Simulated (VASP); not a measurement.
# WSe2 (P-6m2) in VASP: notebook, part 2 of 2

VASP 6.6.1. Earlier steps stand in the parts before.

**3. Single point, PBE+D3(BJ) (c/a of the conventional cell at fixed volume 2.4143)**

The input, INCAR:

```
SYSTEM = WSe2
ALGO = Normal
EDIFF = 1E-6
ENCUT = 520
GGA = PE
ISIF = 2
ISMEAR = 0
IVDW = 12
LASPH = .True.
LCHARG = .True.
LELF = .True.
LREAL = .False.
LVHAR = .True.
LWAVE = .False.
NBANDS = 20
NELM = 80
PREC = Accurate
SIGMA = 0.05
```

The input, KPOINTS:

```
k-points
0
Gamma
  9 9 4
  0 0 0
```

The input, POSCAR:

```
WSe2
1.0
    3.1480727436      0.0000000000      0.0000000000
   -1.5740363718      2.7263109689      0.0000000000
    0.0000000000      0.0000000000      7.6003920249
W Se
1 2
Direct
    0.0000000000      0.0000000000      0.0000000000
    0.3333333333      0.6666666667      0.2286623833
    0.3333333333      0.6666666667      0.7713376167
```

Potentials or basis: VASP PAW PBE potentials, release 64 (W_sv, Se).

Command:

```bash
cat potpaw_PBE.64/W_sv/POTCAR potpaw_PBE.64/Se/POTCAR > POTCAR
mpirun -np 1 vasp_std > vasp.out
```

OUTCAR:

```text
SYSTEM = WSe2
   EDIFF = 1E-6
   ENCUT = 520
   GGA = PE
   ISIF = 2
   ISMEAR = 0
   IVDW = 12
   LASPH = .True.
   LREAL = .False.
   NELM = 80
   PREC = Accurate
 IVDW          = 12

 ion  position               nearest neighbor table
   1  0.000  0.000  0.000-   2 2.51   3 2.51   2 2.51   3 2.51   2 2.51   3 2.51
   2  0.333  0.667  0.229-   1 2.51   1 2.51   1 2.51
   3  0.333  0.667  0.771-   1 2.51   1 2.51   1 2.51

  LATTYP: Found a hexagonal cell.
 ALAT       =     3.1480727436
 C/A-ratio  =     2.4143000000
[... 746 lines left out ...]

 Edisp (eV)   -1.30588

 E8    (eV) :    -0.5842

  FORCE on cell =-STRESS in cart. coord.  units (eV):
  Direction    XX          YY          ZZ          XY          YZ          ZX
  --------------------------------------------------------------------------------------
  -------------------------------------------------------------------------------------
  Total       3.95086     3.95086    -0.37995     0.00000     0.00000     0.00000
  in kB      97.03898    97.03898    -9.33201     0.00000     0.00000     0.00000
  external pressure =       61.58 kB  Pullay stress =        0.00 kB

 VOLUME and BASIS-vectors are now :
 -----------------------------------------------------------------------------
  energy-cutoff  :      520.00
  volume of cell :       65.23
      direct lattice vectors                 reciprocal lattice vectors
     3.148072744  0.000000000  0.000000000     0.317654667  0.183398008  0.000000000
    -1.574036372  2.726310969  0.000000000     0.000000000  0.366796015  0.000000000
     0.000000000  0.000000000  7.600392025     0.000000000  0.000000000  0.131572161

 POSITION                                       TOTAL-FORCE (eV/Angst)
 -----------------------------------------------------------------------------------
      0.00000      0.00000      0.00000        -0.000000     -0.000000      0.000000
     -0.00000      1.81754      1.73792         0.000000      0.000000      0.126947
     -0.00000      1.81754      5.86247         0.000000      0.000000     -0.126947
 -----------------------------------------------------------------------------------
    total drift:                                0.000000     -0.000000     -0.000000

  FREE ENERGIE OF THE ION-ELECTRON SYSTEM (eV)
  ---------------------------------------------------
  free  energy   TOTEN  =       -22.6588887540 eV

  energy  without entropy=      -22.6588887540  energy(sigma->0) =      -22.65888875
```

OSZICAR:

```text
N       E                     dE             d eps       ncg     rms          rms(c)
DAV:   1     0.198711279857E+03    0.19871E+03   -0.12566E+04  1440   0.125E+03
DAV:   2    -0.125602094636E+02   -0.21127E+03   -0.20484E+03  1764   0.329E+02
DAV:   3    -0.221019588847E+02   -0.95417E+01   -0.94503E+01  1792   0.653E+01
DAV:   4    -0.222242546767E+02   -0.12230E+00   -0.12224E+00  1684   0.819E+00
DAV:   5    -0.222258300193E+02   -0.15753E-02   -0.15753E-02  1768   0.986E-01    0.230E+01
DAV:   6    -0.215572641852E+02    0.66857E+00   -0.34052E+00  1608   0.124E+01    0.848E+00
DAV:   7    -0.214270992913E+02    0.13016E+00   -0.15112E+00  1496   0.602E+00    0.442E+00
DAV:   8    -0.213521852340E+02    0.74914E-01   -0.33736E-01  1664   0.366E+00    0.744E-01
DAV:   9    -0.213527709071E+02   -0.58567E-03   -0.19244E-02  1628   0.800E-01    0.516E-01
DAV:  10    -0.213528204471E+02   -0.49540E-04   -0.24350E-03  1588   0.377E-01    0.105E-01
DAV:  11    -0.213529369155E+02   -0.11647E-03   -0.22746E-04  1596   0.106E-01    0.743E-02
DAV:  12    -0.213529949917E+02   -0.58076E-04   -0.79324E-05  1544   0.565E-02    0.826E-03
DAV:  13    -0.213530072786E+02   -0.12287E-04   -0.11022E-05  1628   0.198E-02    0.686E-03
DAV:  14    -0.213530084404E+02   -0.11618E-05   -0.20344E-06  1424   0.717E-03    0.337E-03
DAV:  15    -0.213530085364E+02   -0.95925E-07   -0.18799E-07  1056   0.287E-03
   1 F= -.22658889E+02 E0= -.22658889E+02  d E =-.215487E-38
```

stdout:

```text
POSCAR found type information on POSCAR W Se
 POSCAR found :  2 types and       3 ions
 scaLAPACK will be used
 LDA part: xc-table for (Slater+PW92), standard interpolation
 POSCAR, INCAR and KPOINTS ok, starting setup
 FFT: planning ... GRIDC
 FFT: planning ... GRID_SOFT
 FFT: planning ... GRID
 WAVECAR not read
 entering main loop
```

Run time: 21 s. Hardware: 1 thread of Intel Xeon 6975P-C (Granite Rapids), shared host; peak memory 0.21 GiB.

What came out:

| Item | Value |
| --- | --- |
| Free energy | -22.6589 eV |
| Pressure | 6.2 GPa |
| Largest force | 0.127 eV/Å |
| Band gap on the k mesh | 1.25 eV, indirect (least direct gap 2.03 eV) |
| Dispersion energy per atom | -0.435 eV |

Forces on the atoms (eV/Å):
```
W    0.000  0.000  0.000
Se   0.000  0.000  0.127
Se   0.000  0.000 -0.127
```

Stress tensor (GPa, compression positive):
```
 9.70  0.00  0.00
 0.00  9.70  0.00
 0.00  0.00 -0.93
```

Caveat: spin-orbit coupling is left out, which moves the levels of the heavy elements. A k mesh can miss the band edges.

**4. Single point, PBE+D3(BJ) (c/a of the conventional cell at fixed volume 2.4143)**

The input, INCAR:

```
SYSTEM = WSe2
  PREC = Accurate
  ENCUT = 520
  EDIFF = 1E-6
  ISMEAR = 0
  SIGMA = 0.05
  LREAL = .False.
  LASPH = .True.
  NELM = 60
  ALGO = Normal
  ISIF = 2
  LWAVE = .False.
  LCHARG = .True.
  GGA = PE
  IVDW = 12
  LELF = .True.
  LVHAR = .True.
  NBANDS = 20
```

The input, KPOINTS:

```
regular mesh
0
Gamma
  9 9 4
  0 0 0
```

The input, POSCAR:

```
WSe2
1.0
    3.1480727436      0.0000000000      0.0000000000
   -1.5740363718      2.7263109689      0.0000000000
    0.0000000000      0.0000000000      7.6003920249
W Se
1 2
Direct
    0.0000000000      0.0000000000      0.0000000000
    0.3333333333      0.6666666667      0.2524432937
    0.3333333333      0.6666666667      0.7475567063
```

Command:

```bash
cat potpaw_PBE.64/W_sv/POTCAR potpaw_PBE.64/Se/POTCAR > POTCAR
mpirun -np 1 vasp_std > vasp.out
```

Run time: 17 s. Hardware: 1 thread of Intel Xeon 6975P-C (Granite Rapids), shared host; peak memory 0.21 GiB.

It converged, with:

```yaml
Free_energy: -22.2026 eV
Pressure: -6.8 GPa
Largest_force: 2.424 eV/Å
Band_gap_on_the_k_mesh: 0.69 eV, indirect (least direct gap 1.12 eV)
Dispersion_energy_per_atom: -0.432 eV
```

Forces on the atoms (eV/Å):
```
W    0.000  0.000  0.000
Se   0.000  0.000 -2.424
Se   0.000  0.000  2.424
```

Stress tensor (GPa, compression positive):
```
  1.95   0.00   0.00
  0.00   1.95   0.00
  0.00   0.00 -24.19
```

Levels at points of the mesh, in eV from the valence-band top:
```
           k point  band 11  band 12  band 13  band 14  band 15  band 16
(0.00, 0.00, 0.00)    -1.21     0.00     0.00     3.06     3.06     3.33
(0.00, 0.00, 0.50)    -1.06    -0.02    -0.02     3.14     3.14     3.26
```

Caveat: spin-orbit coupling is left out, which moves the levels of the heavy elements; forces of over 1 eV/Å act on the atoms, so gaps and moduli don't describe the material at rest. A k mesh can miss the band edges.
